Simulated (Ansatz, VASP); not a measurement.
## Sr in VASP and in Ansatz

```
Sr
1.0
     4.26272    0.00000    0.00000
    -2.13136    3.69162    0.00000
     1.11813    0.00000   13.97665
Sr
4
Direct
  0.00000 0.00000 0.00000
  0.32248 0.64496 0.25000
  0.00000 0.00000 0.50000
  0.67752 0.35504 0.75000
```

Change from the starting cell: shear of c along a, cell held, atoms relaxed: +8.0 %.

Alike in both runs: functional PBE; k mesh 12 × 12 × 4; occupations gaussian, width 0.1 eV; no spin polarisation.

Ansatz relaxed the structure, and its values are those at the end. VASP's run is a single point on that final structure, the one shown.

```csv
,VASP,Ansatz
version,VASP 6.6.1,Ansatz 0.2.0
potentials or method,"VASP PAW PBE potentials, release 64 (Sr_sv), cutoff 520 eV","scalar-relativistic, plane waves, PAW"
valence electrons in the cell,40,40
```

```tsv
	VASP	Ansatz	Ansatz less VASP
gap on the k mesh at the Fermi level (eV)	none	none	-
pressure (GPa)	0.0	0.0	0.00
```

A gap of «none» marks a metal or a gap that the smearing closes. With one functional, cell and mesh, what is left measures potentials, basis and numerics. Ansatz's warnings: stress scf threshold loose.
